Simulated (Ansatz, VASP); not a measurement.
# Two plane-wave programs on Si

File INCAR:

```
SYSTEM = Si
ALGO = Normal ; EDIFF = 1E-6
ENCUT = 520 ; GGA = PE
ISIF = 2 ; ISMEAR = 0
LASPH = .True. ; LCHARG = .False.
LREAL = .False. ; LWAVE = .False.
NBANDS = 11 ; NELM = 80
PREC = Accurate ; SIGMA = 0.027000000000000003
```

Contents of KPOINTS:

```
k-points
0
Gamma
  8 8 10
  0 0 0
```

File POSCAR:

```
Si
1.0
    4.1209500000      0.0000000000      0.0000000000
   -2.0604700000      3.5688500000      0.0000000000
    0.0000000000      0.0000000000      2.6547900000
Si
2
Direct
    0.3333300000      0.6666700000      0.5000000000
    0.6666700000      0.3333300000      0.5000000000
```

The input input.yaml:

```yaml
crystal:
  lattice:
    - [4.12095, 0.0, 0.0]
    - [-2.06047, 3.56885, 0.0]
    - [0.0, 0.0, 2.65479]
  atoms:
    - { symbol: Si, position: [0.33333, 0.66667, 0.5] }
    - { symbol: Si, position: [0.66667, 0.33333, 0.5] }
hamiltonian:
  xc: pbe
  pseudopotentials: { kind: paw }
kpoints:
  mp_grid: { grid: [8, 8, 10] }
scf:
  occupations: { method: gaussian, width: 0.027 }
output:
  forces: true
  stress: true
  eigenvalues: true
  write_density: true
  write_potential: true
  elf: true
  volumetric_format: npy
```

Alike in both runs: task single point; functional PBE; k mesh 8 × 8 × 10; occupations gaussian, width 0.027 eV; no spin polarisation.

|  | VASP | Ansatz |
| --- | --- | --- |
| version | VASP 6.6.1 | Ansatz 0.2.0 |
| potentials or method | VASP PAW PBE potentials, release 64 (Si) | Ansatz PAW |
| plane-wave cutoff (eV) | 520 | 420 |
| valence electrons in the cell | 8 | 8 |

```csv
,VASP,Ansatz,Ansatz less VASP
gap on the k mesh at the Fermi level (eV),none,none,-
pressure (GPa),0.0,0.0,+0.06
"traceless stress, the component that is largest in VASP (GPa)",-0.49,-0.52,-0.032
```

A gap of «none» marks a metal or a gap that the smearing closes. With one functional, cell and mesh, what is left measures potentials, basis and numerics.
